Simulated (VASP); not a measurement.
Runs of VASP 6.6.1 on Sn3GeSe. The structure is that of space group Pm-3m (No. 221), or close to it. The cells are those of the table. 

```tsv
task	cell	k mesh	cutoff (eV)	gap on the mesh (eV)	pressure (GPa)	relaxed volume (Å³/atom)
single point	a = 5.407 Å, 5 atoms	8 × 8 × 8	520	none	0.0	-
single point	a = 5.398 Å, 5 atoms	4 × 4 × 4	520	none	0.0	-
single point	a = 5.319 Å, 5 atoms	4 × 4 × 4	520	none	1.8	-
relaxation of cell and atoms	relaxed from a = 5.398 Å, 5 atoms	8 × 8 × 8	600	none	0.0	(a)
relaxation of cell and atoms	relaxed from a = 5.319 Å, 5 atoms	4 × 4 × 4	600	none	-0.2	31.62
```

Alike in all rows: level PBE; potentials or basis VASP PAW PBE potentials, release 64 (Sn_d, Ge_d, Se); no spin polarisation; smearing gaussian 0.1 eV.

Problem. Fill in the values left out.

Solution. (a) 31.64.

Caveats: spin-orbit coupling is left out, which moves the levels of the heavy elements.

A k mesh can miss the band edges, and the runs leave out spin-orbit coupling on Ge, Se, Sn.

A gap of «none» marks levels without a gap at the run's occupations.
